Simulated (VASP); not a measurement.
# SrLaF5 (P4/mmm) in VASP: further runs

SrLaF5 is run at these levels: PBEsol, r2SCAN+rVV10; tasks: single point.

All numbers are computed with VASP 6.6.1; they aren't measurements. Logs are shortened: lines on timing, memory, paths and dates and some standing lists are left out, and cuts for length are marked.

**1. The cell of the first run**

It takes space group P4/mmm (No. 123, tetragonal). Conventional cell: a = 4.029 Å, b = 4.029 Å, c = 6.096 Å, α = 90.00°, β = 90.00°, γ = 90.00°. Within 3.5 Å of Sr (site symmetry 4/mmm) lie 12 F at 2.67 to 2.85 Å. Within 3.2 Å of La (site symmetry 4/mmm) lie 10 F at 2.40 to 3.05 Å. F (site symmetry 2mm) has 2 La at 2.40 Å and 7 F at 2.60 to 2.85 Å and 2 Sr at 2.67 Å within 3.2 Å. Within 3.5 Å of F (site symmetry 4/mmm) lie 8 F at 2.67 Å and 4 Sr at 2.85 Å and 2 La at 3.05 Å.

**2. Single point, PBEsol**

Input file INCAR:

```
  PREC = Accurate
  ENCUT = 520
  EDIFF = 1E-6
  ISMEAR = -1
  SIGMA = 0.03
  LREAL = False
  LASPH = True
  NELM = 80
  ALGO = Normal
  ISIF = 2
  LWAVE = False
  LCHARG = False
  GGA = PS
  NBANDS = 37
```

Input file KPOINTS:

```
regular mesh
0
Gamma
  6 6 4
```

Input file POSCAR:

```
SrLaF5
1.0
    4.0287165524      0.0000000000      0.0000000000
    0.0000000000      4.0287165524      0.0000000000
    0.0000000000      0.0000000000      6.0961801729
Sr La F
1 1 5
Direct
    0.5000000000      0.5000000000      0.0000000000
    0.0000000000      0.0000000000      0.5000000000
    0.0000000000      0.5000000000      0.2869482470
    0.0000000000      0.5000000000      0.7130517530
    0.5000000000      0.0000000000      0.2869482470
    0.5000000000      0.0000000000      0.7130517530
    0.0000000000      0.0000000000      0.0000000000
```

Potentials or basis: VASP PAW PBE potentials, release 64 (Sr_sv, La, F).

Started as:

```console
$ cat potpaw_PBE.64/Sr_sv/POTCAR potpaw_PBE.64/La/POTCAR potpaw_PBE.64/F/POTCAR > POTCAR
$ mpirun -np 1 vasp_std > vasp.out
```

OUTCAR:

```text
PREC = Accurate
   ENCUT = 520
   EDIFF = 1E-6
   ISMEAR = -1
   LREAL = False
   LASPH = True
   NELM = 80
   ISIF = 2
   GGA = PS

 ion  position               nearest neighbor table
   1  0.500  0.500  0.000-   3 2.67   4 2.67   5 2.67   6 2.67   5 2.67   6 2.67   3 2.67   4 2.67
                             7 2.85   7 2.85   7 2.85   7 2.85   2 4.17   2 4.17   2 4.17   2 4.17
   2  0.000  0.000  0.500-   3 2.40   4 2.40   5 2.40   6 2.40   3 2.40   4 2.40   5 2.40   6 2.40
                             1 4.17   1 4.17   1 4.17   1 4.17   1 4.17   1 4.17   1 4.17   1 4.17
   3  0.000  0.500  0.287-   2 2.40   2 2.40   1 2.67   1 2.67
   4  0.000  0.500  0.713-   2 2.40   2 2.40   1 2.67   1 2.67
   5  0.500  0.000  0.287-   2 2.40   2 2.40   1 2.67   1 2.67
   6  0.500  0.000  0.713-   2 2.40   2 2.40   1 2.67   1 2.67
   7  0.000  0.000  0.000-   1 2.85   1 2.85   1 2.85   1 2.85

  LATTYP: Found a simple tetragonal cell.
 ALAT       =     4.0287165524
 C/A-ratio  =     1.5131817028

  Lattice vectors:

 A1 = (   4.0287165524,   0.0000000000,   0.0000000000)
 A2 = (   0.0000000000,   4.0287165524,   0.0000000000)
 A3 = (   0.0000000000,   0.0000000000,   6.0961801729)

Analysis of symmetry for initial positions (statically):
=====================================================================
 Subroutine PRICEL returns:
 Original cell was already a primitive cell.

 Routine SETGRP: Setting up the symmetry group for a
 simple tetragonal supercell.

 Subroutine GETGRP returns: Found 16 space group operations
 (whereof 16 operations were pure point group operations)
 out of a pool of 16 trial point group operations.

The static configuration has the point symmetry D_4h.

Analysis of symmetry for dynamics (positions and initial velocities):
=====================================================================
 Subroutine PRICEL returns:
 Original cell was already a primitive cell.

 Routine SETGRP: Setting up the symmetry group for a
 simple tetragonal supercell.

 Subroutine GETGRP returns: Found 16 space group operations
 (whereof 16 operations were pure point group operations)
 out of a pool of 16 trial point group operations.

The dynamic configuration has the point symmetry D_4h.

 Subroutine INISYM returns: Found 16 space group operations
 (whereof 16 operations are pure point group operations),
 and found     1 'primitive' translations

----------------------------------------------------------------------------------------

[... 101 lines left out ...]
   NELM   =     80;   NELMIN=  2; NELMDL= -5     # of ELM steps
   EDIFF  = 0.1E-05   stopping-criterion for ELM
   LREAL  =      F    real-space projection
[... 7 lines left out ...]
   TEBEG  =    0.0;   TEEND  =   0.0 temperature during run
   PSTRESS=    0.0 pullay stress
   NELECT =      56.0000    total number of electrons
   NUPDOWN=      -1.0000    fix difference up-down
   EMIN   =  10.00;   EMAX   =-10.00  energy-range for DOS
   EFERMI =   0.00;   METHOD = LEGACY
   ISMEAR =    -1;   SIGMA  =   0.03  broadening in eV -4-tet -1-fermi 0-gaus
   EFERMI_NEDOS =   21; number of points for ismear=-14 and -15
   IALGO  =     38    algorithm
   IMIX   =      4    mixing-type and parameters
     AMIX     =   0.40;   BMIX     =  1.00
     AMIX_MAG =   1.60;   BMIX_MAG =  1.00
  volume/ion in A,a.u.               =      14.13        95.39
  Fermi-wavevector in a.u.,A,eV,Ry     =   1.354172  2.559014 24.950109  1.833781
  Thomas-Fermi vector in A             =   2.481366
   LORBIT       =      0    0 simple, 1 ext, 2 COOP (PROOUT), +10 PAW based schemes
   GGA     = PS    functional components
   LHFCALC =     F    Hartree Fock is set to
   AEXX    =    0.0000 exact exchange contribution
   IVDW    =     0    specifies the selected vdW correction
   LEPSILON=     F    determine dielectric tensor
   LRPA    =     F    only Hartree local field effects (RPA)
 non-spin polarized calculation
  energy-cutoff  :      520.00
  volume of cell :       98.94
 maximum number of plane-waves:      2695
 NGX is ok and might be reduce to    30
   NGX = 15   NGY = 15   NGZ = 23

 number of electron      55.9999927 magnetization

 Free energy of the ion-electron system (eV)
  ---------------------------------------------------
  ext. energy  EPLUGINS =         0.00000000
  ---------------------------------------------------
  free energy    TOTEN  =       -44.93245471 eV

  energy without entropy =      -44.93245471  energy(sigma->0) =      -44.93245471

 E-fermi :   2.5760     XC(G=0): -10.3381

 val. band max:        1.9260137762   @ k =   0.0000   0.0000   0.0000
 cond. band min:       7.4579641749   @ k =   0.5000   0.0000   0.0000
 fundamental gap:      5.5319503987
 Fermi energy:         2.5759991711

 k-point     1 :       0.0000    0.0000    0.0000
  band No.  band energies     occupation
      1     -29.8429      2.00000
      2     -27.5117      2.00000
      3     -19.6169      2.00000
      4     -19.1961      2.00000
      5     -19.1834      2.00000
      6     -18.9016      2.00000
[... 949 lines left out ...]
     36       9.0083      0.00000
     37       9.6846      0.00000

 [... further k-points ...]

------------------------ aborting loop because EDIFF is reached ----------------------------------------

  FORCE on cell =-STRESS in cart. coord.  units (eV):
  Direction    XX          YY          ZZ          XY          YZ          ZX
  --------------------------------------------------------------------------------------
  -------------------------------------------------------------------------------------
  Total       -0.0853741     -0.0853741     -0.1162872      0.0000000      0.0000000      0.0000000
  in kB       -1.3824373     -1.3824373     -1.8830041      0.0000000      0.0000000      0.0000000
  external PRESSURE =      -1.5492929 kB  Pullay stress =       0.0000000 kB

 VOLUME and BASIS-vectors are now :
 -----------------------------------------------------------------------------
  energy-cutoff  :      520.00
  volume of cell :       98.94
      direct lattice vectors                 reciprocal lattice vectors
     4.028716552  0.000000000  0.000000000     0.248218009  0.000000000  0.000000000
     0.000000000  4.028716552  0.000000000     0.000000000  0.248218009  0.000000000
     0.000000000  0.000000000  6.096180173     0.000000000  0.000000000  0.164037146

 POSITION                                       TOTAL-FORCE (eV/Angst)
 -----------------------------------------------------------------------------------
      2.01436      2.01436      0.00000        -0.000000      0.000000      0.000000
      0.00000      0.00000      3.04809        -0.000000      0.000000      0.000000
      0.00000      2.01436      1.74929        -0.000000     -0.000000      0.018353
      0.00000      2.01436      4.34689        -0.000000     -0.000000     -0.018353
      2.01436      0.00000      1.74929         0.000000      0.000000      0.018353
      2.01436      0.00000      4.34689         0.000000      0.000000     -0.018353
      0.00000      0.00000      0.00000        -0.000000      0.000000      0.000000
 -----------------------------------------------------------------------------------
    total drift:                                0.000000      0.000000      0.000000

  FREE ENERGIE OF THE ION-ELECTRON SYSTEM (eV)
  ---------------------------------------------------
  free  energy   TOTEN  =       -44.9324547060 eV

  energy  without entropy=      -44.9324547060  energy(sigma->0) =      -44.93245471
```

Wall time 6.8 min (1 thread of Intel Xeon 8259CL, shared host); peak memory 0.27 GiB.

Results:

| Property | Result |
| --- | --- |
| Free energy | -44.9325 eV |
| Pressure | -0.2 GPa |
| Largest force | 0.018 eV/Å |
| Band gap on the k mesh | 5.53 eV (least direct gap 5.57 eV) |

Forces in eV/Å, atoms in the order of the input:
```
Sr   0.000  0.000  0.000
La   0.000  0.000  0.000
F    0.000  0.000  0.018
F    0.000  0.000 -0.018
F    0.000  0.000  0.018
F    0.000  0.000 -0.018
F    0.000  0.000  0.000
```

Levels at points of the mesh, in eV from the valence-band top:
```tsv
k point	band 25	band 26	band 27	band 28	band 29	band 30	band 31	band 32
(0.00, 0.00, 0.00)	-2.00	-0.13	-0.13	0.00	5.56	5.66	5.80	5.80
(0.50, 0.00, 0.00)	-1.84	-0.35	-0.31	-0.08	5.53	5.77	5.80	5.81
(0.50, 0.50, 0.00)	-1.73	-0.20	-0.20	-0.07	5.71	5.71	5.81	5.81
(0.00, 0.00, 0.50)	-1.88	-0.38	-0.25	-0.25	5.65	5.80	5.80	5.92
(0.50, 0.00, 0.50)	-1.88	-0.47	-0.27	-0.26	5.55	5.76	5.80	5.83
(0.50, 0.50, 0.50)	-1.79	-0.19	-0.19	-0.10	5.71	5.71	5.77	5.81
```

Caveat: the PAW data sets were made with another functional, which shifts forces and pressure a little; spin-orbit coupling is left out, which moves the levels of the heavy elements. A k mesh can miss the band edges.

**3. Single point, r2SCAN+rVV10**

This run uses another cell than the first one, of 14.17 Å³/atom.

Input file POSCAR:

```
SrLaF5
1.0
    4.0529741462      0.0000000000      0.0000000000
    0.0000000000      4.0529741462      0.0000000000
    0.0000000000      0.0000000000      6.0382585505
Sr La F
1 1 5
Direct
    0.5000000000      0.5000000000      0.0000000000
    0.0000000000      0.0000000000      0.5000000000
    0.0000000000      0.5000000000      0.2847642515
    0.0000000000      0.5000000000      0.7152357485
    0.5000000000      0.0000000000      0.2847642515
    0.5000000000      0.0000000000      0.7152357485
    0.0000000000      0.0000000000      0.0000000000
```

Input file INCAR.step1:

```
PREC = Accurate
ENCUT = 520
ISMEAR = -1
SIGMA = 0.03
LREAL = F
LASPH = T
NELM = 60
NBANDS = 37
GGA = PE
ALGO = Normal
EDIFF = 1E-4
LWAVE = T
LCHARG = F
```

Input file INCAR.step2:

```
PREC = Accurate
ENCUT = 520
EDIFF = 1E-6
ISMEAR = -1
SIGMA = 0.03
LREAL = F
LASPH = T
NELM = 60
ALGO = Normal
ISIF = 2
LWAVE = F
LCHARG = F
METAGGA = R2SCAN
LMIXTAU = T
LUSE_VDW = T
IVDW_NL = 2
BPARAM = 11.95
CPARAM = 0.0093
NBANDS = 37
ISTART = 1
```

Input file KPOINTS:

```
Automatic mesh
0
Gamma
  6 6 4
```

Potentials or basis: VASP PAW PBE potentials, release 64 (Sr_sv, La, F).

Started as:

```console
$ cat potpaw_PBE.64/Sr_sv/POTCAR potpaw_PBE.64/La/POTCAR potpaw_PBE.64/F/POTCAR > POTCAR
$ cp INCAR.step1 INCAR
$ mpirun -np 1 vasp_std > vasp.out
$ cp INCAR.step2 INCAR
$ mpirun -np 1 vasp_std > vasp.out
```

Run time: 20 min. Hardware: 1 thread of Intel Xeon 8259CL, shared host; peak memory 0.45 GiB.

Results (log left out):

- Free energy: -88.9185 eV
- Pressure: -0.2 GPa
- Largest force: 0.030 eV/Å
- Band gap on the k mesh: 6.02 eV

Forces in eV/Å, atoms in the order of the input:
```
Sr   0.000  0.000  0.000
La   0.000  0.000  0.000
F    0.000  0.000  0.030
F    0.000  0.000 -0.030
F    0.000  0.000  0.030
F    0.000  0.000 -0.030
F    0.000  0.000  0.000
```

Levels at points of the mesh, in eV from the valence-band top:
```
           k point  band 26  band 27  band 28  band 29  band 30  band 31
(0.00, 0.00, 0.00)    -0.09    -0.09     0.00     6.02     6.28     6.41
(0.50, 0.00, 0.00)    -0.28    -0.25    -0.07     6.09     6.38     6.41
(0.50, 0.50, 0.00)    -0.15    -0.15    -0.05     6.33     6.33     6.34
(0.00, 0.00, 0.50)    -0.37    -0.19    -0.19     6.27     6.40     6.40
(0.50, 0.00, 0.50)    -0.39    -0.25    -0.21     6.12     6.38     6.41
(0.50, 0.50, 0.50)    -0.14    -0.14    -0.09     6.33     6.33     6.39
```

Caveat: the PAW data sets were made with another functional, which shifts forces and pressure a little; spin-orbit coupling is left out, which moves the levels of the heavy elements. A k mesh can miss the band edges.

**4. Single point, r2SCAN+rVV10**

This run uses another cell than the first one, of 14.17 Å³/atom.

POSCAR is that of step 3.

Input file INCAR.step1:

```
SYSTEM = SrLaF5
PREC     = Accurate       ! precision mode
ENCUT    = 520            ! plane-wave cutoff, eV
ISMEAR   = -1             ! smearing method
SIGMA    = 0.03           ! smearing width, eV
LREAL    = .FALSE.        ! projectors in reciprocal space
LASPH    = .TRUE.         ! aspherical terms in the spheres
NELM     = 60             ! most SCF steps
NBANDS   = 37             ! bands
GGA      = PE             ! functional
ALGO     = Normal         ! electronic algorithm
EDIFF    = 1E-4           ! SCF threshold, eV
LWAVE    = .TRUE.         ! write WAVECAR
LCHARG   = .FALSE.        ! write CHGCAR
```

Input file INCAR.step2:

```
SYSTEM = SrLaF5
PREC     = Accurate       ! precision mode
ENCUT    = 520            ! plane-wave cutoff, eV
EDIFF    = 1E-6           ! SCF threshold, eV
ISMEAR   = -1             ! smearing method
SIGMA    = 0.03           ! smearing width, eV
LREAL    = .FALSE.        ! projectors in reciprocal space
LASPH    = .TRUE.         ! aspherical terms in the spheres
NELM     = 60             ! most SCF steps
ALGO     = Normal         ! electronic algorithm
ISIF     = 2              ! what is computed and relaxed
LWAVE    = .FALSE.        ! write WAVECAR
LCHARG   = .FALSE.        ! write CHGCAR
METAGGA  = R2SCAN         ! meta-GGA
LMIXTAU  = .TRUE.       
LUSE_VDW = .TRUE.       
IVDW_NL  = 2            
BPARAM   = 11.95        
CPARAM   = 0.0093       
NBANDS   = 37             ! bands
ISTART   = 1
```

Input file KPOINTS:

```
Automatic mesh
0
G
  8 8 6
  0 0 0
```

Potentials or basis: VASP PAW PBE potentials, release 64 (Sr_sv, La, F).

Started as:

```console
$ cat potpaw_PBE.64/Sr_sv/POTCAR potpaw_PBE.64/La/POTCAR potpaw_PBE.64/F/POTCAR > POTCAR
$ cp INCAR.step1 INCAR
$ mpirun -np 1 vasp_std > vasp.out
$ cp INCAR.step2 INCAR
$ mpirun -np 1 vasp_std > vasp.out
```

OUTCAR:

```text
SYSTEM = SrLaF5
   PREC = Accurate
   ENCUT = 520
   EDIFF = 1E-6
   ISMEAR = -1
   LREAL = .FALSE.
   LASPH = .TRUE.
   NELM = 60
   ISIF = 2
   METAGGA = R2SCAN
   IVDW_NL = 2
   BPARAM = 11.95
   ISTART = 1

 ion  position               nearest neighbor table
   1  0.500  0.500  0.000-   3 2.66   4 2.66   5 2.66   6 2.66   5 2.66   6 2.66   3 2.66   4 2.66
                             7 2.87   7 2.87   7 2.87   7 2.87   2 4.16   2 4.16   2 4.16   2 4.16
   2  0.000  0.000  0.500-   3 2.41   4 2.41   5 2.41   6 2.41   3 2.41   4 2.41   5 2.41   6 2.41
                             1 4.16   1 4.16   1 4.16   1 4.16   1 4.16   1 4.16   1 4.16   1 4.16
   3  0.000  0.500  0.285-   2 2.41   2 2.41   1 2.66   1 2.66
   4  0.000  0.500  0.715-   2 2.41   2 2.41   1 2.66   1 2.66
   5  0.500  0.000  0.285-   2 2.41   2 2.41   1 2.66   1 2.66
   6  0.500  0.000  0.715-   2 2.41   2 2.41   1 2.66   1 2.66
   7  0.000  0.000  0.000-   1 2.87   1 2.87   1 2.87   1 2.87

  LATTYP: Found a simple tetragonal cell.
 ALAT       =     4.0529741462
 C/A-ratio  =     1.4898339670

[... 194 lines left out ...]
 cond. band min:       7.5933838306   @ k =   0.0000   0.0000   0.0000
 fundamental gap:      6.0142959475
 Fermi energy:         2.2259867206

 k-point     1 :       0.0000    0.0000    0.0000
  band No.  band energies     occupation
      1     -31.2082      2.00000
      2     -28.7582      2.00000
      3     -21.2599      2.00000
      4     -20.9103      2.00000
      5     -20.8617      2.00000
      6     -20.6311      2.00000
[... 949 lines left out ...]
     36       8.8661      0.00000
     37       9.5845      0.00000

 [... further k-points ...]

------------------------ aborting loop because EDIFF is reached ----------------------------------------

  FORCE on cell =-STRESS in cart. coord.  units (eV):
  Direction    XX          YY          ZZ          XY          YZ          ZX
  --------------------------------------------------------------------------------------
  -------------------------------------------------------------------------------------
  Total       -0.1011921     -0.1011921     -0.1174788      0.0000000      0.0000000      0.0000000
  in kB       -1.6345487     -1.6345487     -1.8976264      0.0000000      0.0000000      0.0000000
  external PRESSURE =      -1.7222412 kB  Pullay stress =       0.0000000 kB

 VOLUME and BASIS-vectors are now :
 -----------------------------------------------------------------------------
  energy-cutoff  :      520.00
  volume of cell :       99.19
      direct lattice vectors                 reciprocal lattice vectors
     4.052974146  0.000000000  0.000000000     0.246732391  0.000000000  0.000000000
     0.000000000  4.052974146  0.000000000     0.000000000  0.246732391  0.000000000
     0.000000000  0.000000000  6.038258551     0.000000000  0.000000000  0.165610663

 POSITION                                       TOTAL-FORCE (eV/Angst)
 -----------------------------------------------------------------------------------
      2.02649      2.02649      0.00000         0.000000      0.000000      0.000000
      0.00000      0.00000      3.01913         0.000000      0.000000      0.000000
      0.00000      2.02649      1.71948        -0.000000     -0.000000      0.029960
      0.00000      2.02649      4.31878         0.000000      0.000000     -0.029960
      2.02649      0.00000      1.71948         0.000000     -0.000000      0.029960
      2.02649      0.00000      4.31878         0.000000     -0.000000     -0.029960
      0.00000      0.00000      0.00000         0.000000      0.000000      0.000000
 -----------------------------------------------------------------------------------
    total drift:                                0.000000     -0.000000     -0.000001

  FREE ENERGIE OF THE ION-ELECTRON SYSTEM (eV)
  ---------------------------------------------------
  free  energy   TOTEN  =       -88.9185926829 eV

  energy  without entropy=      -88.9185926828  energy(sigma->0) =      -88.91859268
```

OUTCAR.step1:

```text
SYSTEM = SrLaF5
   PREC = Accurate
   ENCUT = 520
   ISMEAR = -1
   LREAL = .FALSE.
   LASPH = .TRUE.
[... 1202 lines left out ...]
      2.02649      0.00000      1.71948        -0.000000     -0.000000      0.060792
      2.02649      0.00000      4.31878        -0.000000      0.000000     -0.060792
      0.00000      0.00000      0.00000        -0.000000     -0.000000      0.000000
 -----------------------------------------------------------------------------------
    total drift:                                0.000000      0.000000      0.000000

  FREE ENERGIE OF THE ION-ELECTRON SYSTEM (eV)
  ---------------------------------------------------
  free  energy   TOTEN  =       -43.3691857062 eV

  energy  without entropy=      -43.3691857062  energy(sigma->0) =      -43.36918571
```

Run time: 41 min. Hardware: 1 thread of Intel Xeon 8259CL, shared host; peak memory 0.54 GiB.

Results:

| Item | Value |
| --- | --- |
| Free energy | -88.9186 eV |
| Pressure | -0.2 GPa |
| Largest force | 0.030 eV/Å |
| Band gap on the k mesh | 6.01 eV |

Forces on the atoms (eV/Å):
```
Sr   0.000  0.000  0.000
La   0.000  0.000  0.000
F    0.000  0.000  0.030
F    0.000  0.000 -0.030
F    0.000  0.000  0.030
F    0.000  0.000 -0.030
F    0.000  0.000  0.000
```

Caveat: the PAW data sets were made with another functional, which shifts forces and pressure a little; spin-orbit coupling is left out, which moves the levels of the heavy elements. A k mesh can miss the band edges.

**5. The runs side by side**

```csv
level,cell,k mesh,gap on the mesh (eV),pressure (GPa),largest force (eV/Å)
PBEsol,"a = 4.029, b = 4.029, c = 6.096 Å, 7 atoms, atomic positions A",6 × 6 × 4,5.53,-0.2,0.02
r2SCAN+rVV10,"a = 4.053, b = 4.053, c = 6.038 Å, 7 atoms, atomic positions B",6 × 6 × 4,6.02,-0.2,0.03
r2SCAN+rVV10,"a = 4.053, b = 4.053, c = 6.038 Å, 7 atoms, atomic positions B",8 × 8 × 6,6.01,-0.2,0.03
```

Alike in all rows: task single point; potentials or basis VASP PAW PBE potentials, release 64 (Sr_sv, La, F); no spin polarisation; cutoff (eV) 520; smearing fermi-dirac 0.03 eV.

Caveats: the PAW data sets were made with another functional, which shifts forces and pressure a little; spin-orbit coupling is left out, which moves the levels of the heavy elements.

Absolute energies hang on the potentials; compare differences alone.
